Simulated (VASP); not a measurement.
Crystal: CS2.

```
CELL_PARAMETERS angstrom
3.64579 -2.99431 0.00000
3.64579 2.99431 0.00000
0.00000 0.00000 9.85126
ATOMIC_POSITIONS crystal
S 0.18152 0.81848 0.88687
S 0.31848 0.68152 0.38687
S 0.68152 0.31848 0.61313
S 0.81848 0.18152 0.11313
C 0.50000 0.50000 0.50000
C 0.00000 0.00000 0.00000
```

Base run:

```yaml
Program: VASP 6.6.1
Functional: PBE
Dispersion: D3(BJ)
Potentials_or_basis: VASP PAW PBE potentials, release 64 (S, C_h)
Cutoff: 910 eV
k_mesh: 6 × 6 × 3
Occupations: fermi-dirac, width 0.05 eV
Spin: no spin polarisation
```

Its results: band gap on the k mesh 3.43 eV; pressure -0.6 GPa.

**Question.** The run is repeated on the same cell with these changes: dispersion from D3(BJ) to none; cutoff from 910 eV to 1300 eV. What comes out?

**Answer.** Band gap on the k mesh 3.43 eV; pressure 0.0 GPa.

Caveats: three body term missing (at least some runs); this functional lacks dispersion, which holds the molecules together, so the pressure and a relaxed volume are unreliable (at least some runs).

A k mesh can miss the band edges.
